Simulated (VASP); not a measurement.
A run of VASP 6.6.1 is set up as follows.

The input INCAR:

```
  ALGO = Fast
  EDIFF = 1E-7
  ENCUT = 520
  GGA = PE
  ISIF = 2
  ISMEAR = -1
  LASPH = True
  LCHARG = False
  LREAL = False
  LWAVE = False
  NBANDS = 10
  NELM = 100
  PREC = Accurate
  SIGMA = 0.05
```

Contents of KPOINTS:

```
k-points
0
Gamma
  6 6 6
```

The input POSCAR:

```
Cs
1.0
    0.0000000000      3.8981473778      3.8981473778
    3.8981473778      0.0000000000      3.8981473778
    3.8981473778      3.8981473778      0.0000000000
Cs
1
Direct
    0.0000000000      0.0000000000      0.0000000000
```

Potentials or basis: VASP PAW PBE potentials, release 64 (Cs_sv).

The run is started by

```console
$ cat potpaw_PBE.64/Cs_sv/POTCAR > POTCAR
$ mpirun -np 1 vasp_std > vasp.out
```

Question: Predict the pressure.

Answer: 0.0 GPa.
